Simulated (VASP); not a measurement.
Write the native input for VASP 6.6.1 that does the following.

- Task: single point
- Functional: PBEsol
- Potentials or basis: VASP PAW PBE potentials, release 64 (Co)
- Cutoff: 520 eV
- k mesh: 12 × 12 × 7
- Occupations: fermi-dirac, width 0.05 eV
- Spin: collinear spin, ferromagnetic start
- Starting moments: [2.0, 2.0] μB
- Dipole correction: no
- Further INCAR settings: ALGO = Normal; EDIFF = 1e-06; NBANDS = 20

The structure of Co lies in POSCAR:

```
Co
1.0
    2.4873648738      0.0000000000      0.0000000000
   -1.2436824369      2.1541211692      0.0000000000
    0.0000000000      0.0000000000      4.0632895034
Co
2
Direct
    0.3313670000      0.6497470000      0.7371330000
    0.6702970000      0.3205170000      0.2636990000
```

This cell differs from its parent crystal: atoms moved at random.

These files were run (other wordings do the same):

INCAR

```
SYSTEM = Co
  ALGO = Normal
  EDIFF = 1E-6
  ENCUT = 520
  GGA = PS
  ISIF = 2
  ISMEAR = -1
  ISPIN = 2
  LASPH = .True.
  LCHARG = .True.
  LELF = .True.
  LMAXMIX = 4
  LORBIT = 11
  LREAL = .False.
  LUSENCCL = .False.
  LVHAR = .True.
  LWAVE = .False.
  MAGMOM = 2 2
  NBANDS = 20
  NELM = 150
  PREC = Accurate
  SIGMA = 0.05
```

KPOINTS

```
k-points
0
Gamma
  12 12 7
  0 0 0
```

Potentials or basis: VASP PAW PBE potentials, release 64 (Co).

Launch:

```bash
$ cat potpaw_PBE.64/Co/POTCAR > POTCAR
$ mpirun -np 1 vasp_std > vasp.out
```

Results of the run:

The pressure is -9.3 GPa, the largest force is 0.629 eV/Å and the net moment is 3.25 μB per cell. The site moments are Co +1.64 μB and the valence electrons inside the program's atomic spheres are Co 8.28.

Caveat: the cell differs from its parent crystal (atoms moved at random); the PAW data sets were made with another functional, which shifts forces and pressure a little.

Run time: 23 min on 1 × NVIDIA H100 80GB with 1 thread of Intel(R) Xeon(R) Platinum 8481C CPU @ 2.70GHz (Sapphire Rapids) (shared host), peak memory 1.4 GiB.
